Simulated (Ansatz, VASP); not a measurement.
# TePt2: VASP beside Ansatz

```
Te Pt
1.0
     5.76031    0.00000    0.00000
     0.00000    5.76031    0.00000
     0.00000    0.00000    5.76031
Te Pt
2 4
Cartesian
  0.0000 0.0000 0.0000
  2.8802 2.8802 2.8802
  1.4401 1.4401 1.4401
  1.4401 4.3202 4.3202
  4.3202 4.3202 1.4401
  4.3202 1.4401 4.3202
```

Alike in both runs: task relaxation of cell and atoms; functional PBE; k mesh 8 × 8 × 8; occupations gaussian, width 0.1 eV; no spin polarisation.

```csv
,VASP,Ansatz
version,VASP 6.6.1,Ansatz 0.2.0
potentials or method,"VASP PAW PBE potentials, release 64 (Te, Pt), cutoff 500 eV","scalar-relativistic, plane waves, PAW"
valence electrons in the cell,52,104
```

```csv
,VASP,Ansatz,Ansatz less VASP
"gap on the k mesh at the Fermi level, each at its own relaxed structure (eV)",none,none,-
relaxed volume (Å³/atom),31.91,31.97,+0.061
relaxed length of the cell vector where the two differ most in proportion (Å),5.764,5.767,+0.0037
```

A gap of «none» marks a metal or a gap that the smearing closes. VASP's potentials hold 52 valence electrons a cell and Ansatz's 104, so a difference there can come from the potentials and not from the codes.

Neither program's run includes spin-orbit coupling.
